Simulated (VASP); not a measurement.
TaN:

```
Ta N
1.0
     2.99562    0.00000    0.00000
    -1.49781    2.59429    0.00000
     0.00000    0.00000    2.93954
Ta N
1 1
Direct
  0.00000 0.00000 0.50000
  0.66667 0.33333 0.00000
```

Base run:

* Program: VASP 6.6.1
* Functional: LDA
* Potentials or basis: VASP PAW LDA potentials, release 64 (Ta_pv, N)
* Cutoff: 520 eV
* k mesh: 10 × 10 × 9
* Occupations: fermi-dirac, width 0.05 eV
* Spin: no spin polarisation

Its results: band gap on the k mesh zero (band 8 reaches 7.68 eV, above the bottom of band 9 at 7.41 eV); pressure -27.1 GPa.

Q: The run is repeated on the same cell with these changes: potentials or basis from VASP PAW LDA potentials, release 64 (Ta_pv, N) to VASP PAW LDA potentials, release 64 (Ta_sv_GW, N); cutoff from 520 eV to 600 eV; further incar settings from ALGO = Normal; EDIFF = 1e-06; NBANDS = 15 to ALGO = Normal; EDIFF = 1e-06; NBANDS = 16; valence electrons from 16 to 18. What comes out?

A: Band gap on the k mesh zero (band 9 reaches 11.48 eV, above the bottom of band 10 at 11.21 eV); pressure -27.7 GPa.

Caveats: spin-orbit coupling is left out, which moves the levels of the heavy elements.
